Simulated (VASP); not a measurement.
BeZn5Se6: single point with PBE

The system is BeZn5Se6.

```
CELL_PARAMETERS angstrom
0.00000 0.00000 6.53934
6.89039 0.00000 0.00000
-3.44520 5.96726 0.00000
ATOMIC_POSITIONS crystal
Be 0.00300 0.00000 0.00000
Zn 0.00511 0.66667 0.33333
Zn 0.00511 0.33333 0.66667
Zn 0.50657 0.00000 0.32505
Zn 0.50657 0.67495 0.67495
Zn 0.50657 0.32505 0.00000
Se 0.38427 0.66667 0.33333
Se 0.38427 0.33333 0.66667
Se 0.35031 0.00000 0.00000
Se 0.88606 0.00000 0.31013
Se 0.88606 0.68987 0.68987
Se 0.88606 0.31013 0.00000
```

```
Program                : VASP 6.6.1
Task                   : single point
Functional             : PBE
Potentials or basis    : VASP PAW PBE potentials, release 64 (Be, Zn, Se)
Cutoff                 : 520 eV
k mesh                 : 2 × 3 × 3
Occupations            : gaussian, width 0.1 eV
Spin                   : no spin polarisation
Dipole correction      : no
Further INCAR settings : ALGO = Normal; EDIFF = 1e-06; NBANDS = 61
```

```yaml
Pressure: 0.1 GPa
Largest_force: 0.031 eV/Å
Band_gap_on_the_k_mesh: 1.55 eV, direct
```

Forces on the atoms (eV/Å):
```
Be   0.000  0.000  0.005
Zn   0.000  0.000 -0.005
Zn   0.000  0.000 -0.005
Zn  -0.002  0.003  0.013
Zn  -0.002 -0.003  0.013
Zn   0.003  0.000  0.013
Se   0.000  0.000  0.000
Se   0.000  0.000  0.000
Se   0.000  0.000 -0.031
Se  -0.009  0.015 -0.001
Se  -0.009 -0.015 -0.001
Se   0.018  0.000 -0.001
```

Stress tensor (GPa, compression positive):
```
0.17 0.00 0.00
0.00 0.17 0.00
0.00 0.00 0.08
```

Levels at points of the mesh, in eV from the valence-band top:
```tsv
k point	band 45	band 46	band 47	band 48	band 49	band 50	band 51	band 52	band 53	band 54
(0.00, 0.00, 0.00)	-0.91	-0.91	-0.14	0.00	0.00	1.55	2.41	3.86	3.86	5.16
(0.50, 0.00, 0.00)	-1.12	-0.62	-0.62	-0.36	-0.36	2.69	3.06	3.66	3.66	3.95
```

It took 3 min on 1 thread of Intel Xeon 6975P-C, with other jobs on the host, peak memory 0.41 GiB.

Caveat: the k points lie up to 0.48 Å⁻¹ apart. A hybrid or GW would open this gap; PBE tends to underestimate it.
